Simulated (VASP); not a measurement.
Set up this calculation in VASP 6.6.1, as the native input.

| Quantity | Value |
| --- | --- |
| Task | single point |
| Functional | r2SCAN |
| Potentials or basis | VASP PAW PBE potentials, release 64 (Ta_sv_GW, N) |
| Cutoff | 660 eV |
| k mesh | 6 × 6 × 6 |
| Occupations | gaussian, width 0.1 eV |
| Spin | collinear spin |
| Starting moments | [1.0, 1.0, 1.0, 0.0, 0.0, 0.0] μB |
| Dipole correction | no |
| Further INCAR settings | ALGO = Normal; EDIFF = 1e-06; NBANDS = 40 |

Crystal: TaN.

```
Ta N
1.0
     5.19600    0.00000    0.00000
    -2.59800    4.49987    0.00000
     0.00000    0.00000    2.91100
Ta N
3 3
Direct
  0.33333 0.66667 0.50000
  0.66667 0.33333 0.50000
  0.00000 0.00000 0.00000
  0.39285 0.00000 0.00000
  0.60715 0.60715 0.00000
  0.00000 0.39285 0.00000
```

These files were run (other wordings do the same):

POSCAR

```
TaN
1.0
    5.1960008669      0.0000000000      0.0000000000
   -2.5980004334      4.4998687488      0.0000000000
    0.0000000000      0.0000000000      2.9110000000
Ta N
3 3
Direct
    0.3333333333      0.6666666667      0.5000000000
    0.6666666667      0.3333333333      0.5000000000
    0.0000000000      0.0000000000      0.0000000000
    0.3928500000      0.0000000000      0.0000000000
    0.6071500000      0.6071500000      0.0000000000
    0.0000000000      0.3928500000      0.0000000000
```

INCAR.step1

```
ALGO = Normal
EDIFF = 1E-5
ENCUT = 660
GGA = PE
GGA_COMPAT = False
ISMEAR = 0
ISPIN = 2
LASPH = True
LCHARG = False
LMAXMIX = 4
LREAL = False
LWAVE = True
MAGMOM = 1 1 1 0 0 0
NBANDS = 40
NELM = 200
PREC = Accurate
SIGMA = 0.1
```

INCAR.step2

```
ALGO = Normal
EDIFF = 1E-6
ENCUT = 660
GGA_COMPAT = False
ISIF = 2
ISMEAR = 0
ISPIN = 2
ISTART = 1
LASPH = True
LCHARG = False
LMAXMIX = 4
LMIXTAU = True
LORBIT = 11
LREAL = False
LWAVE = False
MAGMOM = 1 1 1 0 0 0
METAGGA = R2SCAN
NBANDS = 40
NELM = 200
PREC = Accurate
SIGMA = 0.1
```

KPOINTS

```
k-points
0
Gamma
  6 6 6
```

Potentials or basis: VASP PAW PBE potentials, release 64 (Ta_sv_GW, N).

The run is started by

```sh
$ cat potpaw_PBE.64/Ta_sv_GW/POTCAR potpaw_PBE.64/N/POTCAR > POTCAR
$ cp INCAR.step1 INCAR
$ mpirun -np 1 vasp_std > vasp.out
$ cp INCAR.step2 INCAR
$ mpirun -np 1 vasp_std > vasp.out
```

Results of the run:

The pressure is 0.4 GPa, the largest force is 0.019 eV/Å and the band gap on the k mesh is zero (filled and empty bands overlap). The net moment is 0.00 μB per cell. The valence electrons inside the program's atomic spheres are Ta 11.18, 11.24 (each value once); N 3.83.

Caveat: the PAW data sets were made with another functional, which shifts forces and pressure a little; spin-orbit coupling is left out, which moves the levels of the heavy elements.

Wall time 8.6 min on 1 thread of Intel(R) Xeon(R) 6975P-C (Granite Rapids) (shared host), peak memory 0.39 GiB.
